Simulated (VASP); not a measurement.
# PtSe2 in VASP: settings compared

The runs below take PtSe2 through single point, with PBE+D3(BJ), HSE06+D3(BJ).

All numbers are computed with VASP 6.6.1; they aren't measurements. Logs are shortened: lines on timing, memory, paths and dates and some standing lists are left out, and cuts for length are marked.

### 1 The cell of the first run

The cell holds a slab with vacuum, 12 atoms: a = 7.543 Å, b = 7.543 Å, c = 22.514 Å, α = 90.00°, β = 90.00°, γ = 120.00°.

### 2 Single point, PBE+D3(BJ)

The input, INCAR:

```
SYSTEM = PtSe2
PREC = Accurate ; ENCUT = 520
EDIFF = 1E-7 ; ISMEAR = 0
SIGMA = 0.1 ; LREAL = .False.
LASPH = .True. ; NELM = 100
ALGO = Normal ; ISIF = 2
LWAVE = .False. ; LCHARG = .False.
LDIPOL = .True. ; IDIPOL = 3
DIPOL = 0.5 0.5 0.413 ; GGA = PE
IVDW = 12 ; NBANDS = 56
```

The input, KPOINTS:

```
regular mesh
0
Gamma
  3 3 1
  0 0 0
```

The input, POSCAR:

```
PtSe2
1.0
    7.5434048785      0.0000000000      0.0000000000
   -3.7717024393      6.5327802559      0.0000000000
    0.0000000000      0.0000000000     22.5141116858
Se Pt
8 4
Direct
    0.3333333333      0.1666666667      0.3553326958
    0.3333333333      0.6666666667      0.3553326958
    0.8333333333      0.1666666667      0.3553326958
    0.8333333333      0.6666666667      0.3553326958
    0.1663911044      0.3337325410      0.4699128383
    0.1675069480      0.8332754023      0.4690251619
    0.6666870478      0.3327283941      0.4698286905
    0.6658852536      0.8338955875      0.4697270053
    0.0000650437      0.0000401262      0.4127255549
    0.0002247915      0.5003624526      0.4124580004
    0.4997229081      0.0000348312      0.4122557893
    0.4999648266      0.4999949643      0.4127679040
```

Potentials or basis: VASP PAW PBE potentials, release 64 (Se, Pt).

Command:

```console
> cat potpaw_PBE.64/Se/POTCAR potpaw_PBE.64/Pt/POTCAR > POTCAR
> mpirun -np 1 vasp_std > vasp.out
```

OUTCAR:

```text
SYSTEM = PtSe2
   PREC = Accurate
   ENCUT = 520
   EDIFF = 1E-7
   ISMEAR = 0
   LREAL = .False.
   LASPH = .True.
   NELM = 100
   ISIF = 2
   GGA = PE
   IVDW = 12
 IVDW          = 12

 ion  position               nearest neighbor table
   1  0.333  0.167  0.355-  11 2.52   9 2.53  12 2.53
   2  0.333  0.667  0.355-  11 2.53  10 2.53  12 2.53
   3  0.833  0.167  0.355-  11 2.53  10 2.53   9 2.53
   4  0.833  0.667  0.355-  10 2.53   9 2.53  12 2.53
   5  0.166  0.334  0.470-  10 2.53  12 2.53   9 2.53
   6  0.168  0.833  0.469-  11 2.52  10 2.52   9 2.52
   7  0.667  0.333  0.470-  11 2.53  12 2.53  10 2.53
   8  0.666  0.834  0.470-  11 2.53  12 2.53   9 2.53
   9  0.000  0.000  0.413-   6 2.52   1 2.53   5 2.53   3 2.53   4 2.53   8 2.53
  10  0.000  0.500  0.412-   6 2.52   2 2.53   4 2.53   5 2.53   3 2.53   7 2.53
  11  0.500  0.000  0.412-   6 2.52   1 2.52   2 2.53   8 2.53   3 2.53   7 2.53
  12  0.500  0.500  0.413-   8 2.53   5 2.53   7 2.53   2 2.53   1 2.53   4 2.53

  LATTYP: Found a hexagonal cell.
 ALAT       =     7.5434048785
 C/A-ratio  =     2.9846086811

  Lattice vectors:

 A1 = (   7.5434048785,   0.0000000000,   0.0000000000)
 A2 = (  -3.7717024393,   6.5327802559,   0.0000000000)
 A3 = (   0.0000000000,   0.0000000000,  22.5141116858)

Analysis of symmetry for initial positions (statically):
=====================================================================
 Subroutine PRICEL returns:
 Original cell was already a primitive cell.

 Routine SETGRP: Setting up the symmetry group for a
 hexagonal supercell.

 Subroutine GETGRP returns: Found  1 space group operations
 (whereof  1 operations were pure point group operations)
 out of a pool of 24 trial point group operations.

The static configuration has the point symmetry C_1 .

Analysis of symmetry for dynamics (positions and initial velocities):
=====================================================================
 Subroutine PRICEL returns:
 Original cell was already a primitive cell.

 Routine SETGRP: Setting up the symmetry group for a
 hexagonal supercell.

 Subroutine GETGRP returns: Found  1 space group operations
 (whereof  1 operations were pure point group operations)
 out of a pool of 24 trial point group operations.

The dynamic configuration has the point symmetry C_1 .

 Subroutine INISYM returns: Found  1 space group operations
 (whereof  1 operations are pure point group operations),
 and found     1 'primitive' translations

----------------------------------------------------------------------------------------

                                     Primitive cell

  volume of cell :    1109.4821

  direct lattice vectors                    reciprocal lattice vectors
     7.543404878  0.000000000  0.000000000     0.132566131  0.076537091  0.000000000
    -3.771702439  6.532780256  0.000000000     0.000000000  0.153074183  0.000000000
     0.000000000  0.000000000 22.514111686     0.000000000  0.000000000  0.044416587

  length of vectors
     7.543404878  7.543404879 22.514111686     0.153074183  0.153074183  0.044416587

  position of ions in fractional coordinates (direct lattice)
     0.333333333  0.166666667  0.355332696
     0.333333333  0.666666667  0.355332696
     0.833333333  0.166666667  0.355332696
     0.833333333  0.666666667  0.355332696
     0.166391104  0.333732541  0.469912838
     0.167506948  0.833275402  0.469025162
     0.666687048  0.332728394  0.469828691
     0.665885254  0.833895588  0.469727005
     0.000065044  0.000040126  0.412725555
     0.000224792  0.500362453  0.412458000
     0.499722908  0.000034831  0.412255789
     0.499964827  0.499994964  0.412767904

  ion indices of the primitive-cell ions
   primitive index   ion index
                 1           1
                 2           2
                 3           3
                 4           4
                 5           5
                 6           6
                 7           7
                 8           8
                 9           9
                10          10
                11          11
                12          12

----------------------------------------------------------------------------------------

 KPOINTS: regular mesh

Automatic generation of k-mesh.
 Grid dimensions read from file:
 generate k-points for:    3    3    1

 Generating k-lattice:

  Cartesian coordinates                     Fractional coordinates (reciprocal lattice)
     0.044188710  0.025512364  0.000000000     0.333333333  0.000000000  0.000000000
     0.000000000  0.051024728  0.000000000     0.000000000  0.333333333  0.000000000
     0.000000000  0.000000000  0.044416587     0.000000000  0.000000000  1.000000000

  Length of vectors
     0.051024728  0.051024728  0.044416587

  Shift w.r.t. Gamma in fractional coordinates (k-lattice)
     0.000000000  0.000000000  0.000000000

 Subroutine IBZKPT returns following result:
 ===========================================

 Found      5 irreducible k-points:

 Following reciprocal coordinates:
            Coordinates               Weight
  0.000000  0.000000  0.000000      1.000000
  0.333333 -0.000000  0.000000      2.000000
  0.000000  0.333333  0.000000      2.000000
 -0.333333  0.333333  0.000000      2.000000
  0.333333  0.333333  0.000000      2.000000
   k-points           NKPTS =      5   k-points in BZ     NKDIM =      5   number of bands    NBANDS=     56
   number of dos      NEDOS =    301   number of ions     NIONS =     12
   total plane-waves  NPLWV = 526848
   dimension x,y,z NGX =    56 NGY =   56 NGZ =  168
   dimension x,y,z NGXF=   112 NGYF=  112 NGZF=  336
   ions per type =               8   4
   NGX,Y,Z   is equivalent  to a cutoff of  12.34, 12.34, 12.41 a.u.
   NGXF,Y,Z  is equivalent  to a cutoff of  24.68, 24.68, 24.81 a.u.
 SYSTEM =  PtSe2
   PREC   = accura    normal or accurate (medium, high low for compatibility)
   ISTART =      0    job   : 0-new  1-cont  2-samecut
   ICHARG =      2    charge: 1-file 2-atom 10-const
   ISPIN  =      1    spin polarized calculation?
   LNONCOLLINEAR =      F non collinear calculations
   LSORBIT =      F    spin-orbit coupling
   LASPH  =      T    aspherical Exc in radial PAW
   ENCUT  =  520.0 eV  38.22 Ry    6.18 a.u.  14.03 14.03 41.86*2*pi/ulx,y,z
   NELM   =    100;   NELMIN=  2; NELMDL= -5     # of ELM steps
   EDIFF  = 0.1E-06   stopping-criterion for ELM
   LREAL  =      F    real-space projection
   EDIFFG = 0.1E-05   stopping-criterion for IOM
   NSW    =      0    number of steps for IOM
   IBRION =     -1    ionic relax: 0-MD 1-quasi-New 2-CG
   NFREE  =      0    steps in history (QN), initial steepest desc. (CG)
   ISIF   =      2    stress and relaxation
   ISYM   =      2    0-nonsym 1-usesym 2-fastsym
   POTIM  = 0.5000    time-step for ionic-motion
   TEBEG  =    0.0;   TEEND  =   0.0 temperature during run
   PSTRESS=    0.0 pullay stress
   NELECT =      88.0000    total number of electrons
   NUPDOWN=      -1.0000    fix difference up-down
   EMIN   =  10.00;   EMAX   =-10.00  energy-range for DOS
   EFERMI =   0.00;   METHOD = LEGACY
   ISMEAR =     0;   SIGMA  =   0.10  broadening in eV -4-tet -1-fermi 0-gaus
   EFERMI_NEDOS =   21; number of points for ismear=-14 and -15
   IALGO  =     38    algorithm
   IMIX   =      4    mixing-type and parameters
     AMIX     =   0.40;   BMIX     =  1.00
     AMIX_MAG =   1.60;   BMIX_MAG =  1.00
  volume/ion in A,a.u.               =      92.46       623.93
  Fermi-wavevector in a.u.,A,eV,Ry     =   0.703389  1.329213  6.731567  0.494756
  Thomas-Fermi vector in A             =   1.788347
   LORBIT       =      0    0 simple, 1 ext, 2 COOP (PROOUT), +10 PAW based schemes
   GGA     = PE    functional components
   LHFCALC =     F    Hartree Fock is set to
   AEXX    =    0.0000 exact exchange contribution
   IVDW    =    12    specifies the selected vdW correction
   LEPSILON=     F    determine dielectric tensor
   LRPA    =     F    only Hartree local field effects (RPA)
 non-spin polarized calculation
 Gauss-broadening in eV      SIGMA  =   0.10
  energy-cutoff  :      520.00
  volume of cell :     1109.48
 maximum number of plane-waves:     29928
   NGX = 29   NGY = 29   NGZ = 83

 dipolmoment           0.000000      0.000000     -0.000369 electrons x Angstroem

 number of electron      87.9999991 magnetization

 dipolmoment           0.000000      0.000000      0.000232 electrons x Angstroem

 Free energy of the ion-electron system (eV)
  ---------------------------------------------------
  ext. energy  EPLUGINS =         0.00000000
  ---------------------------------------------------
  free energy    TOTEN  =       -57.16900091 eV

  energy without entropy =      -57.16900091  energy(sigma->0) =      -57.16900091

 E-fermi :  -2.8148     XC(G=0):  -2.9356

 val. band max:       -3.2859379647   @ k =   0.3333   0.3333   0.0000
 cond. band min:      -1.6571622545   @ k =   0.3333  -0.0000   0.0000
 fundamental gap:      1.6287757102
 Fermi energy:        -2.8147613849

 k-point     1 :       0.0000    0.0000    0.0000
  band No.  band energies     occupation
      1     -17.2206      2.00000
      2     -15.7939      2.00000
      3     -15.7882      2.00000
      4     -15.7870      2.00000
      5     -15.6489      2.00000
      6     -15.6440      2.00000
[... 284 lines left out ...]
     55       2.8713      0.00000
     56       2.8883      0.00000

------------------------ aborting loop because EDIFF is reached ----------------------------------------

 vacuum level on the upper side and lower side of the slab       (xc-potential included)        -0.054        -0.055

 Edisp (eV)   -3.48016

 E8    (eV) :    -1.5988

  FORCE on cell =-STRESS in cart. coord.  units (eV):
  Direction    XX          YY          ZZ          XY          YZ          ZX
  --------------------------------------------------------------------------------------
  -------------------------------------------------------------------------------------
  Total      -4.60472    -4.62593     0.02732    -0.01305    -0.02152     0.02738
  in kB      -6.64956    -6.68020     0.03945    -0.01884    -0.03107     0.03954
  external pressure =       -4.43 kB  Pullay stress =        0.00 kB

 VOLUME and BASIS-vectors are now :
 -----------------------------------------------------------------------------
  energy-cutoff  :      520.00
  volume of cell :     1109.48
      direct lattice vectors                 reciprocal lattice vectors
     7.543404878  0.000000000  0.000000000     0.132566131  0.076537091  0.000000000
    -3.771702439  6.532780256  0.000000000     0.000000000  0.153074183  0.000000000
     0.000000000  0.000000000 22.514111686     0.000000000  0.000000000  0.044416587

 POSITION                                       TOTAL-FORCE (eV/Angst)
 -----------------------------------------------------------------------------------
      1.88585      1.08880      8.00000        -0.037659      0.033652      0.007312
     -0.00000      4.35519      8.00000         0.026795     -0.027137     -0.019256
      5.65755      1.08880      8.00000         0.024921      0.006736      0.000775
      3.77170      4.35519      8.00000        -0.028813      0.008586      0.027016
     -0.00358      2.18020     10.57967         0.019354     -0.013663     -0.019830
     -1.87929      5.44361     10.55968        -0.049593      0.009064      0.136382
      3.77414      2.17364     10.57778        -0.011634      0.028455     -0.027559
      1.87784      5.44766     10.57549         0.048148     -0.018675      0.004018
      0.00034      0.00026      9.29215        -0.038634      0.015937     -0.062840
     -1.88552      3.26876      9.28613        -0.007021     -0.070466     -0.013900
      3.76948      0.00023      9.28157         0.059361      0.022599      0.008786
      1.88560      3.26636      9.29310        -0.005225      0.004911     -0.040903
 -----------------------------------------------------------------------------------
    total drift:                               -0.000044      0.000062     -0.000080

  FREE ENERGIE OF THE ION-ELECTRON SYSTEM (eV)
  ---------------------------------------------------
  free  energy   TOTEN  =       -60.6491611331 eV

  energy  without entropy=      -60.6491611331  energy(sigma->0) =      -60.64916113

 vacuum level on the upper side and lower side of the slab         2.386         2.385
```

It took 12 min on 1 thread of AMD EPYC 7R43 (Zen 3), shared host; peak memory 0.99 GiB.

Results:

| Item | Value |
| --- | --- |
| Free energy | -60.6492 eV |
| Largest force | 0.145 eV/Å |
| Band gap on the k mesh | 1.63 eV |
| Dispersion energy per atom | -0.290 eV |

Forces on the atoms (eV/Å):
```
Se  -0.038  0.034  0.007
Se   0.027 -0.027 -0.019
Se   0.025  0.007  0.001
Se  -0.029  0.009  0.027
Se   0.019 -0.014 -0.020
Se  -0.050  0.009  0.136
Se  -0.012  0.028 -0.028
Se   0.048 -0.019  0.004
Pt  -0.039  0.016 -0.063
Pt  -0.007 -0.070 -0.014
Pt   0.059  0.023  0.009
Pt  -0.005  0.005 -0.041
```

Levels at points of the mesh, in eV from the valence-band top:
```
           k point  band 40  band 41  band 42  band 43  band 44  band 45  band 46  band 47  band 48  band 49
(0.00, 0.00, 0.00)    -1.30    -1.16    -0.53    -0.08    -0.07     2.32     2.32     2.33     2.69     2.69
```

Caveat: spin-orbit coupling is left out, which moves the levels of the heavy elements.

### 3 Single point, HSE06+D3(BJ)

This run uses another cell than the first one: it holds 3 atoms, not 12.

The input, POSCAR:

```
PtSe2
1.0
    3.7068661436      0.0000000000      0.0000000000
   -1.8534330718      3.2102402487      0.0000000000
    0.0000000000      0.0000000000     31.1216233557
Se Pt
2 1
Direct
    0.6666666667      0.3333333333      0.4574342832
    0.3333333333      0.6666666667      0.5425657168
    0.0000000000      0.0000000000      0.5000000000
```

The input, INCAR.step1:

```
ALGO = Normal
DIPOL = 0.5 0.5 0.500
EDIFF = 1E-5
ENCUT = 400
GGA = PE
GGA_COMPAT = F
IDIPOL = 3
ISIF = 2
ISMEAR = 0
LASPH = T
LCHARG = F
LDIPOL = T
LREAL = F
LWAVE = T
NBANDS = 18
NELM = 120
NELMDL = -8
PREC = Accurate
SIGMA = 0.02
```

The input, INCAR.step2:

```
ALGO = Normal
DIPOL = 0.5 0.5 0.500
EDIFF = 1E-6
ENCUT = 400
GGA = PE
GGA_COMPAT = F
HFSCREEN = 0.2079
IDIPOL = 3
ISIF = 2
ISMEAR = 0
ISTART = 1
IVDW = 12
LASPH = T
LCHARG = F
LDIPOL = T
LHFCALC = T
LREAL = F
LWAVE = F
NBANDS = 18
NELM = 120
PREC = Accurate
PRECFOCK = Normal
SIGMA = 0.02
VDW_A1 = 0.383
VDW_A2 = 5.685
VDW_S6 = 1.0
VDW_S8 = 2.31
```

The input, KPOINTS:

```
k-points
0
Gamma
  6 6 1
```

Potentials or basis: VASP PAW PBE potentials, release 64 (Se, Pt).

Command:

```console
> cat potpaw_PBE.64/Se/POTCAR potpaw_PBE.64/Pt/POTCAR > POTCAR
> cp INCAR.step1 INCAR
> mpirun -np 1 vasp_std > vasp.out
> cp INCAR.step2 INCAR
> mpirun -np 1 vasp_std > vasp.out
```

It took 17 min on 1 thread of Intel Xeon Platinum 8488C (Sapphire Rapids), shared host; peak memory 0.49 GiB.

It converged, with:

* Free energy: -18.3073 eV
* Largest force: 0.463 eV/Å
* Band gap on the k mesh: 2.18 eV, indirect (least direct gap 2.35 eV)
* Dispersion energy per atom: -0.346 eV

Forces on the atoms (eV/Å):
```
Se   0.000  0.000  0.463
Se   0.000  0.000 -0.463
Pt   0.000  0.000  0.000
```

Levels at points of the mesh, in eV from the valence-band top:
| k point | band 8 | band 9 | band 10 | band 11 | band 12 | band 13 | band 14 | band 15 |
| --- | --- | --- | --- | --- | --- | --- | --- | --- |
| (0.00, 0.00, 0.00) | -1.82 | -0.70 | 0.00 | 0.00 | 3.59 | 3.59 | 5.25 | 5.78 |
| (0.50, 0.00, 0.00) | -3.03 | -2.56 | -2.01 | -1.65 | 3.07 | 3.35 | 5.53 | 7.00 |

Caveat: the PAW data sets were made with another functional, which shifts forces and pressure a little; spin-orbit coupling is left out, which moves the levels of the heavy elements.
